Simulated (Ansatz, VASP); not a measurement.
AlN: VASP beside Ansatz

```
Al N
1.0
     3.11100    0.00000    0.00000
    -1.55550    2.69421    0.05052
     0.00000    0.09334    4.97800
Al N
2 2
Direct
  0.33333 0.66667 0.00000
  0.66667 0.33333 0.50000
  0.33333 0.66667 0.38500
  0.66667 0.33333 0.88500
```

Change from the starting cell: strain +0.0375 x Voigt [0, 0, 0, 1, 0, 0], atoms carried along.

Alike in both runs: task single point; functional r2SCAN; k mesh 12 × 12 × 6; occupations gaussian, width 0.05 eV; no spin polarisation.

|  | VASP | Ansatz |
| --- | --- | --- |
| version | VASP 6.6.1 | Ansatz 0.2.0 |
| potentials or method | VASP PAW PBE potentials, release 64 (Al, N), cutoff 520 eV | scalar-relativistic, plane waves, PAW |
| valence electrons in the cell | 16 | 16 |

```csv
,VASP,Ansatz,Ansatz less VASP
gap on the k mesh at the Fermi level (eV),4.79,4.75,-0.040
least direct gap on the mesh (eV),4.79,4.75,-0.040
pressure (GPa),-0.9,-0.5,+0.39
"traceless stress, the component that is largest in VASP (GPa)",-5.19,-5.15,+0.034
rms of the force components (eV/Å),0.163,0.161,-0.0021
```

VASP's potentials were made for PBE, not for r2SCAN. Atom by atom the forces differ by 0.002 eV/Å (rms over components).
